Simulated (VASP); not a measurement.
# BiSe3 (Pm-3m) in VASP: further runs

Runs on BiSe3. Level: r2SCAN. Tasks: single point, relaxation of cell and atoms.

All numbers are computed with VASP 6.6.1; they aren't measurements. Logs are shortened: lines on timing, memory, paths and dates and some standing lists are left out, and cuts for length are marked.

## 1. The cell of the first run

Symmetry: Pm-3m, No. 221, cubic system. The conventional cell has a = 4.548 Å, b = 4.548 Å, c = 4.548 Å, α = 90.00°, β = 90.00°, γ = 90.00°. Within 4.2 Å of Bi (site symmetry m-3m) lie 12 Se at 3.22 Å. Se (site symmetry 4/mmm) has 4 Bi at 3.22 Å and 8 Se at 3.22 Å within 4.2 Å.

## 2. Single point, r2SCAN

File POSCAR:

```
BiSe3
1.0
    4.5477707990      0.0000000000      0.0000000000
    0.0000000000      4.5477707990      0.0000000000
    0.0000000000      0.0000000000      4.5477707990
Bi Se
1 3
Direct
    0.0000000000      0.0000000000      0.0000000000
    0.0000000000      0.5000000000      0.5000000000
    0.5000000000      0.0000000000      0.5000000000
    0.5000000000      0.5000000000      0.0000000000
```

File INCAR.step1:

```
SYSTEM = BiSe3
  PREC = Accurate
  ENCUT = 520
  ISMEAR = 0
  SIGMA = 0.1
  LREAL = .FALSE.
  LASPH = .TRUE.
  NELM = 60
  NBANDS = 24
  GGA = PE
  ALGO = Normal
  EDIFF = 1E-4
  LWAVE = .TRUE.
  LCHARG = .FALSE.
```

File INCAR.step2:

```
SYSTEM = BiSe3
  PREC = Accurate
  ENCUT = 520
  EDIFF = 1E-6
  ISMEAR = 0
  SIGMA = 0.1
  LREAL = .FALSE.
  LASPH = .TRUE.
  NELM = 60
  ALGO = Normal
  ISIF = 2
  LWAVE = .FALSE.
  LCHARG = .TRUE.
  METAGGA = R2SCAN
  LMIXTAU = .TRUE.
  LELF = .TRUE.
  LVHAR = .TRUE.
  NBANDS = 24
  ISTART = 1
```

File KPOINTS:

```
regular mesh
0
G
  4 4 4
  0 0 0
```

Potentials or basis: VASP PAW PBE potentials, release 64 (Bi_d, Se).

On the command line:

```
cat potpaw_PBE.64/Bi_d/POTCAR potpaw_PBE.64/Se/POTCAR > POTCAR
cp INCAR.step1 INCAR
mpirun -np 1 vasp_std > vasp.out
cp INCAR.step2 INCAR
mpirun -np 1 vasp_std > vasp.out
```

OUTCAR:

```text
SYSTEM = BiSe3
   PREC = Accurate
   ENCUT = 520
   EDIFF = 1E-6
   ISMEAR = 0
   LREAL = .FALSE.
   LASPH = .TRUE.
   NELM = 60
   ISIF = 2
   METAGGA = R2SCAN
   ISTART = 1

 ion  position               nearest neighbor table
   1  0.000  0.000  0.000-   2 3.22   3 3.22   4 3.22   2 3.22   3 3.22   2 3.22   4 3.22   2 3.22
                             3 3.22   4 3.22   3 3.22   4 3.22
   2  0.000  0.500  0.500-   1 3.22   1 3.22   1 3.22   1 3.22
   3  0.500  0.000  0.500-   1 3.22   1 3.22   1 3.22   1 3.22
   4  0.500  0.500  0.000-   1 3.22   1 3.22   1 3.22   1 3.22

  LATTYP: Found a simple cubic cell.
 ALAT       =     4.5477707990

  Lattice vectors:

 A1 = (   4.5477707990,   0.0000000000,   0.0000000000)
 A2 = (   0.0000000000,   4.5477707990,   0.0000000000)
 A3 = (   0.0000000000,   0.0000000000,   4.5477707990)

Analysis of symmetry for initial positions (statically):
=====================================================================
 Subroutine PRICEL returns:
 Original cell was already a primitive cell.

 Routine SETGRP: Setting up the symmetry group for a
 simple cubic supercell.

 Subroutine GETGRP returns: Found 48 space group operations
 (whereof 48 operations were pure point group operations)
 out of a pool of 48 trial point group operations.

The static configuration has the point symmetry O_h .

Analysis of symmetry for dynamics (positions and initial velocities):
=====================================================================
 Subroutine PRICEL returns:
 Original cell was already a primitive cell.

 Routine SETGRP: Setting up the symmetry group for a
 simple cubic supercell.

 Subroutine GETGRP returns: Found 48 space group operations
 (whereof 48 operations were pure point group operations)
 out of a pool of 48 trial point group operations.

The dynamic configuration has the point symmetry O_h .

 Subroutine INISYM returns: Found 48 space group operations
 (whereof 48 operations are pure point group operations),
 and found     1 'primitive' translations

----------------------------------------------------------------------------------------

                                     Primitive cell

  volume of cell :      94.0580

  direct lattice vectors                    reciprocal lattice vectors
     4.547770799  0.000000000  0.000000000     0.219887950  0.000000000  0.000000000
     0.000000000  4.547770799  0.000000000     0.000000000  0.219887950  0.000000000
     0.000000000  0.000000000  4.547770799     0.000000000  0.000000000  0.219887950

  length of vectors
     4.547770799  4.547770799  4.547770799     0.219887950  0.219887950  0.219887950

  position of ions in fractional coordinates (direct lattice)
     0.000000000  0.000000000  0.000000000
     0.000000000  0.500000000  0.500000000
     0.500000000  0.000000000  0.500000000
     0.500000000  0.500000000  0.000000000

  ion indices of the primitive-cell ions
   primitive index   ion index
                 1           1
                 2           2
                 3           3
                 4           4

----------------------------------------------------------------------------------------

 KPOINTS: regular mesh

Automatic generation of k-mesh.
 Grid dimensions read from file:
 generate k-points for:    4    4    4

 Generating k-lattice:

  Cartesian coordinates                     Fractional coordinates (reciprocal lattice)
     0.054971988  0.000000000  0.000000000     0.250000000  0.000000000  0.000000000
     0.000000000  0.054971988  0.000000000     0.000000000  0.250000000  0.000000000
     0.000000000  0.000000000  0.054971988     0.000000000  0.000000000  0.250000000

  Length of vectors
     0.054971988  0.054971988  0.054971988

  Shift w.r.t. Gamma in fractional coordinates (k-lattice)
     0.000000000  0.000000000  0.000000000

 Subroutine IBZKPT returns following result:
 ===========================================

 Found     10 irreducible k-points:

 Following reciprocal coordinates:
            Coordinates               Weight
  0.000000  0.000000  0.000000      1.000000
  0.250000  0.000000  0.000000      6.000000
  0.500000  0.000000  0.000000      3.000000
  0.250000  0.250000  0.000000     12.000000
  0.500000  0.250000  0.000000     12.000000
  0.500000  0.500000  0.000000      3.000000
  0.250000  0.250000  0.250000      8.000000
  0.500000  0.250000  0.250000     12.000000
  0.500000  0.500000  0.250000      6.000000
  0.500000  0.500000  0.500000      1.000000
   k-points           NKPTS =     10   k-points in BZ     NKDIM =     10   number of bands    NBANDS=     24
   number of dos      NEDOS =    301   number of ions     NIONS =      4
   total plane-waves  NPLWV =  46656
   dimension x,y,z NGX =    36 NGY =   36 NGZ =   36
   dimension x,y,z NGXF=    72 NGYF=   72 NGZF=   72
   ions per type =               1   3
   NGX,Y,Z   is equivalent  to a cutoff of  13.16, 13.16, 13.16 a.u.
   NGXF,Y,Z  is equivalent  to a cutoff of  26.32, 26.32, 26.32 a.u.
 SYSTEM =  BiSe3
   PREC   = accura    normal or accurate (medium, high low for compatibility)
   ISTART =      1    job   : 0-new  1-cont  2-samecut
   ICHARG =      0    charge: 1-file 2-atom 10-const
   ISPIN  =      1    spin polarized calculation?
   LNONCOLLINEAR =      F non collinear calculations
   LSORBIT =      F    spin-orbit coupling
   LASPH  =      T    aspherical Exc in radial PAW
   ENCUT  =  520.0 eV  38.22 Ry    6.18 a.u.   8.46  8.46  8.46*2*pi/ulx,y,z
   NELM   =     60;   NELMIN=  2; NELMDL=  0     # of ELM steps
   EDIFF  = 0.1E-05   stopping-criterion for ELM
   LREAL  =      F    real-space projection
   EDIFFG = 0.1E-04   stopping-criterion for IOM
   NSW    =      0    number of steps for IOM
   IBRION =     -1    ionic relax: 0-MD 1-quasi-New 2-CG
   NFREE  =      0    steps in history (QN), initial steepest desc. (CG)
   ISIF   =      2    stress and relaxation
   ISYM   =      2    0-nonsym 1-usesym 2-fastsym
   POTIM  = 0.5000    time-step for ionic-motion
   TEBEG  =    0.0;   TEEND  =   0.0 temperature during run
   PSTRESS=    0.0 pullay stress
   NELECT =      33.0000    total number of electrons
   NUPDOWN=      -1.0000    fix difference up-down
   EMIN   =  10.00;   EMAX   =-10.00  energy-range for DOS
   EFERMI =   0.00;   METHOD = LEGACY
   ISMEAR =     0;   SIGMA  =   0.10  broadening in eV -4-tet -1-fermi 0-gaus
   EFERMI_NEDOS =   21; number of points for ismear=-14 and -15
   IALGO  =     38    algorithm
   IMIX   =      4    mixing-type and parameters
     AMIX     =   0.40;   BMIX     =  1.00
     AMIX_MAG =   1.60;   BMIX_MAG =  1.00
  volume/ion in A,a.u.               =      23.51       158.68
  Fermi-wavevector in a.u.,A,eV,Ry     =   1.154643  2.181958 18.139281  1.333200
  Thomas-Fermi vector in A             =   2.291277
   LORBIT       =      0    0 simple, 1 ext, 2 COOP (PROOUT), +10 PAW based schemes
   METAGGA = R2SCAN    functional components
   LHFCALC =     F    Hartree Fock is set to
   AEXX    =    0.0000 exact exchange contribution
   IVDW    =     0    specifies the selected vdW correction
   LEPSILON=     F    determine dielectric tensor
   LRPA    =     F    only Hartree local field effects (RPA)
 non-spin polarized calculation
 Gauss-broadening in eV      SIGMA  =   0.10
  energy-cutoff  :      520.00
  volume of cell :       94.06
 maximum number of plane-waves:      2560
 NGX is ok and might be reduce to    36
   NGX = 17   NGY = 17   NGZ = 17

 number of electron      33.0000006 magnetization

 Free energy of the ion-electron system (eV)
  ---------------------------------------------------
  ext. energy  EPLUGINS =         0.00000000
  ---------------------------------------------------
  free energy    TOTEN  =       -99.41476956 eV

  energy without entropy =      -99.38497459  energy(sigma->0) =      -99.39987207

 E-fermi :   5.7027     XC(G=0): -10.9135

 val. band max:        5.6572251042   @ k =   0.2500   0.0000   0.0000
 cond. band min:       5.7224986470   @ k =   0.5000   0.0000   0.0000
 fundamental gap:      0.0652735428
 Fermi energy:         5.7026924792

 k-point     1 :       0.0000    0.0000    0.0000
  band No.  band energies     occupation
      1     -18.4574      2.00000
      2     -18.4574      2.00000
      3     -18.4450      2.00000
      4     -18.4450      2.00000
      5     -18.4450      2.00000
      6      -9.9576      2.00000
[... 16 lines left out ...]
     23      11.0255      0.00000
     24      11.6787      0.00000

 k-point     2 :       0.2500    0.0000    0.0000
  band No.  band energies     occupation
      1     -18.4566      2.00000
      2     -18.4527      2.00000
      3     -18.4471      2.00000
      4     -18.4471      2.00000
      5     -18.4449      2.00000
      6      -9.5734      2.00000
[... 16 lines left out ...]
     23      12.6492      0.00000
     24      12.6799      0.00000

 k-point     3 :       0.5000    0.0000    0.0000
  band No.  band energies     occupation
      1     -18.4558      2.00000
      2     -18.4492      2.00000
      3     -18.4492      2.00000
      4     -18.4480      2.00000
      5     -18.4448      2.00000
      6      -8.6312      2.00000
[... 16 lines left out ...]
     23      14.2109      0.00000
     24      14.3013      0.00000

 k-point     4 :       0.2500    0.2500    0.0000
  band No.  band energies     occupation
      1     -18.4540      2.00000
      2     -18.4499      2.00000
      3     -18.4498      2.00000
      4     -18.4470      2.00000
      5     -18.4469      2.00000
      6      -9.2052      2.00000
[... 16 lines left out ...]
     23      13.7309      0.00000
     24      13.8861      0.00000

 k-point     5 :       0.5000    0.2500    0.0000
  band No.  band energies     occupation
      1     -18.4529      2.00000
      2     -18.4525      2.00000
      3     -18.4490      2.00000
      4     -18.4468      2.00000
      5     -18.4457      2.00000
      6      -8.3268      2.00000
[... 16 lines left out ...]
     23      14.9123      0.00000
     24      15.2582      0.00000

 k-point     6 :       0.5000    0.5000    0.0000
  band No.  band energies     occupation
      1     -18.4559      2.00000
      2     -18.4510      2.00000
      3     -18.4488      2.00000
      4     -18.4488      2.00000
      5     -18.4421      2.00000
      6      -7.5734      2.00000
[... 16 lines left out ...]
     23      14.4593      0.00000
     24      15.3666      0.00000

 k-point     7 :       0.2500    0.2500    0.2500
  band No.  band energies     occupation
      1     -18.4499      2.00000
      2     -18.4499      2.00000
      3     -18.4497      2.00000
      4     -18.4490      2.00000
      5     -18.4490      2.00000
      6      -8.8584      2.00000
[... 16 lines left out ...]
     23      13.0120      0.00000
     24      13.3203      0.00000

 k-point     8 :       0.5000    0.2500    0.2500
  band No.  band energies     occupation
      1     -18.4524      2.00000
      2     -18.4523      2.00000
      3     -18.4495      2.00000
      4     -18.4488      2.00000
      5     -18.4446      2.00000
      6      -8.0620      2.00000
[... 16 lines left out ...]
     23      14.6727      0.00000
     24      15.1199      0.00000

 k-point     9 :       0.5000    0.5000    0.2500
  band No.  band energies     occupation
      1     -18.4556      2.00000
      2     -18.4521      2.00000
      3     -18.4521      2.00000
      4     -18.4463      2.00000
      5     -18.4419      2.00000
      6      -7.4436      2.00000
[... 16 lines left out ...]
     23      14.9390      0.00000
     24      15.6127      0.00000

 k-point    10 :       0.5000    0.5000    0.5000
  band No.  band energies     occupation
      1     -18.4554      2.00000
      2     -18.4554      2.00000
      3     -18.4554      2.00000
      4     -18.4416      2.00000
      5     -18.4416      2.00000
      6      -7.3020      2.00000
[... 16 lines left out ...]
     23      14.3377      0.00000
     24      14.3377      0.00000

------------------------ aborting loop because EDIFF is reached ----------------------------------------

  FORCE on cell =-STRESS in cart. coord.  units (eV):
  Direction    XX          YY          ZZ          XY          YZ          ZX
  --------------------------------------------------------------------------------------
  -------------------------------------------------------------------------------------
  Total       -0.1606433     -0.1606433     -0.1606433      0.0000000     -0.0000000      0.0000000
  in kB       -2.7363872     -2.7363872     -2.7363872      0.0000000     -0.0000000      0.0000000
  external PRESSURE =      -2.7363872 kB  Pullay stress =       0.0000000 kB

 VOLUME and BASIS-vectors are now :
 -----------------------------------------------------------------------------
  energy-cutoff  :      520.00
  volume of cell :       94.06
      direct lattice vectors                 reciprocal lattice vectors
     4.547770799  0.000000000  0.000000000     0.219887950  0.000000000  0.000000000
     0.000000000  4.547770799  0.000000000     0.000000000  0.219887950  0.000000000
     0.000000000  0.000000000  4.547770799     0.000000000  0.000000000  0.219887950

 POSITION                                       TOTAL-FORCE (eV/Angst)
 -----------------------------------------------------------------------------------
      0.00000      0.00000      0.00000         0.000000      0.000000      0.000000
      0.00000      2.27389      2.27389         0.000000      0.000000      0.000000
      2.27389      0.00000      2.27389         0.000000      0.000000      0.000000
      2.27389      2.27389      0.00000         0.000000      0.000000      0.000000
 -----------------------------------------------------------------------------------
    total drift:                                0.000000      0.000000      0.000000

  FREE ENERGIE OF THE ION-ELECTRON SYSTEM (eV)
  ---------------------------------------------------
  free  energy   TOTEN  =       -99.4147695600 eV

  energy  without entropy=      -99.3849745865  energy(sigma->0) =      -99.39987207
```

It took 2.8 min on 1 thread of Intel Xeon Platinum 8259CL at 2.50GHz (Skylake/Cascade Lake), shared host; peak memory 0.22 GiB.

Results:

```
Free energy            : -99.4148 eV
Pressure               : -0.3 GPa
Band gap on the k mesh : zero (an odd number of electrons rules out a gap without spin polarisation)
```

Caveat: the PAW data sets were made with another functional, which shifts forces and pressure a little; spin-orbit coupling is left out, which moves the levels of the heavy elements.

(Continued in part 2 of 3.)

The gap in the log of VASP goes by the Fermi energy; the results here count the filled bands.